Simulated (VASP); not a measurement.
Al3N, 8 atoms in the cell. The structure is trigonal, space group P3m1 (No. 156). The conventional cell has a = 3.020 Å, b = 3.020 Å, c = 14.510 Å, α = 90.00°, β = 90.00°, γ = 120.00°. Within 2.5 Å of Al (site symmetry 3m) lie 4 N at 1.86 to 1.90 Å. Within 2.5 Å of Al (site symmetry 3m) lie 3 N at 1.88 Å. Al (site symmetry 3m) has 1 N at 1.92 Å within 2.6 Å. Al (site symmetry 3m) has 12 Al at 2.86 to 3.02 Å within 3.8 Å. Within 3.8 Å of Al (site symmetry 3m) lie 12 Al at 2.87 to 3.02 Å. Within 3.8 Å of Al (site symmetry 3m) lie 12 Al at 2.87 to 3.02 Å and 1 N at 3.13 Å. Within 2.5 Å of N (site symmetry 3m) lie 4 Al at 1.86 to 1.92 Å. N (site symmetry 3m) has 4 Al at 1.88 to 1.90 Å within 2.5 Å. 

- Program: VASP 6.6.1
- Task: single point
- Functional: PBE
- Potentials or basis: VASP PAW PBE potentials, release 64 (Al, N)
- Cutoff: 520 eV
- k mesh: 6 × 6 × 2
- Occupations: gaussian, width 0.2 eV
- Spin: no spin polarisation
- Dipole correction: no
- Further INCAR settings: ALGO = Normal; EDIFF = 1e-07; NBANDS = 24

Potentials or basis: VASP PAW PBE potentials, release 64 (Al, N).

The run is started by

```sh
$ cat potpaw_PBE.64/Al/POTCAR potpaw_PBE.64/N/POTCAR > POTCAR
$ mpirun -np 1 vasp_std > vasp.out
```

Hardware: 1 thread of Intel(R) Xeon(R) Platinum 8488C (Sapphire Rapids) (shared host).

Task: Estimate the wall time of this run.

Result: Run time: 36 s on 1 thread of Intel(R) Xeon(R) Platinum 8488C (Sapphire Rapids) (shared host), peak memory 0.23 GiB. Counts: scf iterations 16, k points 14.
